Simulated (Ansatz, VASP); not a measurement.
# One calculation of CaAlBrCl3, two programs

```
Ca Al Br Cl
1.0
     2.67311   -6.18420    0.00000
     2.67311    6.18420    0.00000
     0.00000    0.00000    8.57140
Ca Al Br Cl
1 1 1 3
Direct
  0.50000 0.50000 0.50000
  0.50000 0.50000 0.00000
  0.00000 0.00000 0.00000
  0.00000 0.00000 0.50000
  0.28125 0.71875 0.50000
  0.71875 0.28125 0.50000
```

Alike in both runs: functional PBE; k mesh 3 × 3 × 3; occupations gaussian, width 0.2 eV; no spin polarisation.

Ansatz relaxed the structure, and its values are those at the end. VASP's run is a single point on that final structure, the one shown.

```csv
,VASP,Ansatz
version,VASP 6.6.1,Ansatz 0.2.0
potentials or method,"VASP PAW PBE potentials, release 64 (Ca_sv, Al, Br, Cl), cutoff 520 eV","scalar-relativistic, plane waves, PAW"
valence electrons in the cell,41,41
```

```csv
,VASP,Ansatz,Ansatz less VASP
gap on the k mesh at the Fermi level (eV),none,none,-
pressure (GPa),0.0,0.0,-0.01
rms of the force components (eV/Å),0.000,0.005,+0.0046
```

A gap of «none» marks a metal or a gap that the smearing closes.

The k mesh is coarse, so the values compare programs but aren't converged.
